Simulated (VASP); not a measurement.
Set up this calculation in VASP 6.6.1, as the native input.

```yaml
Task: relaxation of cell and atoms
Functional: PBE
Potentials_or_basis: VASP PAW PBE potentials, release 64 (Se)
Cutoff: 600 eV
k_mesh: 10 × 10 × 5
Occupations: gaussian, width 0.05 eV
Spin: no spin polarisation
Dipole_correction: no
Further_INCAR_settings: ALGO = Normal; EDIFF = 1e-07; IBRION = 2; EDIFFG = -0.03; NSW = 80; ISIF = 3
```

The structure of Se lies in POSCAR:

```
Se
1.0
    3.1000000000      0.0000000000      0.0000000000
   -1.5500000000      2.6846787517      0.0000000000
    0.0000000000      0.0000000000      5.0623000000
Se
2
Direct
    0.3333333333      0.6666666667      0.2500000000
    0.6666666667      0.3333333333      0.7500000000
```

This isn't the form of Se at room conditions, which is trigonal, of chains.

These files were run (other wordings do the same):

INCAR

```
SYSTEM = Se
  ALGO = Normal
  EDIFF = 1E-7
  EDIFFG = -0.03
  ENCUT = 600
  GGA = PE
  IBRION = 2
  ISIF = 3
  ISMEAR = 0
  LASPH = .TRUE.
  LCHARG = .FALSE.
  LREAL = .FALSE.
  LWAVE = .FALSE.
  NELM = 100
  NSW = 80
  PREC = Accurate
  SIGMA = 0.05
```

KPOINTS

```
k-points
0
G
  10 10 5
  0 0 0
```

Potentials or basis: VASP PAW PBE potentials, release 64 (Se).

Run with:

```bash
$ cat potpaw_PBE.64/Se/POTCAR > POTCAR
$ mpirun -np 1 vasp_std > vasp.out
```

Results of the run:

```yaml
Relaxed_volume: 22.37 Å³/atom
Relaxed_cell: a = 3.660 Å, b = 3.660 Å, c = 3.856 Å, α = 90.00°, β = 90.00°, γ = 120.00°
Space_group_after_relaxing_to_0.1_Å: P6_3/mmc (No. 194)
Energy_gained_by_relaxing: 369.7 meV/atom
Ionic_steps: 21
Pressure_after_relaxing: -0.1 GPa
Band_gap_on_the_k_mesh: zero (bands 6 and 7 overlap by 2.04 eV)
```

Caveat: a cell axis changed by over 15 % at a fixed basis, so the end point is rough.

It took 7 min on 1 thread of Intel Xeon 8259CL, on a shared host, peak memory 0.2 GiB.
